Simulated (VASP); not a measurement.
The system is Ge.

```
Ge
1.0
     4.05841    0.00000    0.00000
    -2.02920    3.51469    0.00000
     0.00000    0.00000    6.69299
Ge
4
Direct
  0.33333 0.66667 0.00032
  0.66667 0.33333 0.50032
  0.33333 0.66667 0.37468
  0.66667 0.33333 0.87468
```

| Quantity | Value |
| --- | --- |
| Program | VASP 6.6.1 |
| Task | relaxation of cell and atoms |
| Functional | PBEsol |
| Potentials or basis | VASP PAW PBE potentials, release 64 (Ge_d) |
| Cutoff | 600 eV |
| k mesh | 6 × 6 × 4 |
| Occupations | fermi-dirac, width 0.02 eV |
| Spin | no spin polarisation |

At the start: pressure -2.7 GPa; volume 23.87 Å³/atom.

**Question.** How do energy, volume and symmetry change on relaxing?

**Answer.** Over 13 steps the energy falls by 9.0 meV/atom and the volume is 22.84 Å³/atom (-4.3 %); space group P6_3/mmc (No. 194, to 0.05 Å).

The path:
```
step  energy change (eV)  largest force (eV/Å)  pressure (GPa)  volume (Å³)
   1              0.0000                0.0097           -2.69        95.47
   2             -0.0325                0.0231            0.90        90.04
   3             -0.0359                0.0089            0.12        91.30
   4             -0.0359                0.0067           -0.10        91.46
   5             -0.0359                0.0067            0.01        91.38
   6             -0.0359                0.0066           -0.06        91.39
   7             -0.0359                0.0068           -0.07        91.39
   8             -0.0359                0.0065           -0.01        91.37
   9             -0.0359                0.0059           -0.01        91.36
  10             -0.0359                0.0049            0.05        91.35
  11             -0.0359                0.0070           -0.09        91.36
  12             -0.0359                0.0053           -0.01        91.35
  13             -0.0359                0.0032            0.00        91.35
```

Final structure:
```
Ge
1.0
     4.00488    0.00000    0.00000
    -2.00244    3.46832    0.00000
     0.00000    0.00000    6.57651
Ge
4
Cartesian
  0.0000 2.3122 0.0009
  2.0024 1.1561 3.2891
  0.0000 2.3122 2.4653
  2.0024 1.1561 5.7536
```

Caveat: the PAW data sets were made with another functional, which shifts forces and pressure a little.
